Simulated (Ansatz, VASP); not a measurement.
# One calculation of SrO, two programs

```
Sr O
1.0
     0.00000    2.80518    2.59739
     2.80518    0.00000    2.59739
     2.80518    2.80518    0.00000
Sr O
1 1
Direct
  0.00000 0.00000 0.00000
  0.50000 0.50000 0.50000
```

Change from the starting cell: strain +0.080 along x and y, +0.000 along z, atoms carried along.

Alike in both runs: task single point; functional PBE; k mesh 8 × 8 × 8; occupations gaussian, width 0.05 eV; no spin polarisation.

```csv
,VASP,Ansatz
version,VASP 6.6.1,Ansatz 0.2.0
potentials or method,"VASP PAW PBE potentials, release 64 (Sr_sv, O), cutoff 520 eV","scalar-relativistic, plane waves, PAW"
valence electrons in the cell,16,16
```

```tsv
	VASP	Ansatz	Ansatz less VASP
gap on the k mesh at the Fermi level (eV)	2.63	2.65	+0.019
least direct gap on the mesh (eV)	2.63	2.65	+0.019
pressure (GPa)	-8.2	-8.5	-0.27
traceless stress, the component that is largest in VASP (GPa)	2.51	2.31	-0.202
```
